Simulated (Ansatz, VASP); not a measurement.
**One calculation of AlAs3, two programs**

```
Al As
1.0
     5.15649    0.00000    0.00000
    -2.57824    4.46565    0.00000
     0.00000    0.00000    7.51028
Al As
2 6
Direct
  0.66667 0.33333 0.72395
  0.33333 0.66667 0.22395
  0.28118 0.28134 0.47402
  0.71882 0.71866 0.97402
  0.28134 0.00016 0.97402
  0.00016 0.71882 0.47402
  0.71866 0.99984 0.47402
  0.99984 0.28118 0.97402
```

Change from the starting cell: species swapped into the PI3 type (P6_3, No. 173).

Alike in both runs: functional PBE; k mesh 3 × 3 × 4; occupations gaussian, width 0.1 eV; no spin polarisation.

Ansatz relaxed the structure, and its values are those at the end. VASP's run is a single point on that final structure, the one shown.

```csv
,VASP,Ansatz
version,VASP 6.6.1,Ansatz 0.2.0
potentials or method,"VASP PAW PBE potentials, release 64 (Al, As), cutoff 520 eV","scalar-relativistic, plane waves, PAW"
valence electrons in the cell,36,96
```

```tsv
	VASP	Ansatz	Ansatz less VASP
gap on the k mesh at the Fermi level (eV)	none	none	-
pressure (GPa)	0.3	0.1	-0.19
rms of the force components (eV/Å)	0.018	0.003	-0.0145
```

A gap of «none» marks a metal or a gap that the smearing closes. VASP's potentials hold 36 valence electrons a cell and Ansatz's 96, so a difference there can come from the potentials and not from the codes.

The k mesh is coarse, so the values compare programs but aren't converged.
